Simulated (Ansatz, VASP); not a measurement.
# Co in VASP and in Ansatz

```
Co
1.0
     2.46962    0.00000    0.00000
    -1.23481    2.13875    0.00000
     0.00000    0.00000    4.01956
Co
2
Direct
  0.33333 0.66667 0.25000
  0.66667 0.33333 0.75000
```

Alike in both runs: functional r2SCAN; k mesh 21 × 21 × 10; occupations gaussian, width 0.1 eV; collinear spin.

Ansatz relaxed the structure, and its values are those at the end. VASP's run is a single point on that final structure, the one shown.

|  | VASP | Ansatz |
| --- | --- | --- |
| version | VASP 6.6.1 | Ansatz 0.2.0 |
| potentials or method | VASP PAW PBE potentials, release 64 (Co), cutoff 520 eV | scalar-relativistic, plane waves, PAW |
| valence electrons in the cell | 18 | 34 |

Ansatz gave:

* gap on the k mesh at the Fermi level (eV): none
* pressure (GPa): 0.0
* net moment per atom (μB): 1.74
* size of the moment on the site where the two differ most (μB): 1.88

**Question.** Estimate VASP's values.

**Answer.** gap on the k mesh at the Fermi level (eV): none; pressure (GPa): 0.0; net moment per atom (μB): 1.73; size of the moment on the site where the two differ most (μB): 1.79.

VASP's potentials were made for PBE, not for r2SCAN. Site moments also hang on the region over which each program counts them. A gap of «none» marks a metal or a gap that the smearing closes. The functional is the same, so the differences come from potentials, cutoffs and numerics. VASP's potentials hold 18 valence electrons a cell and Ansatz's 34, so a difference there can come from the potentials and not from the codes.
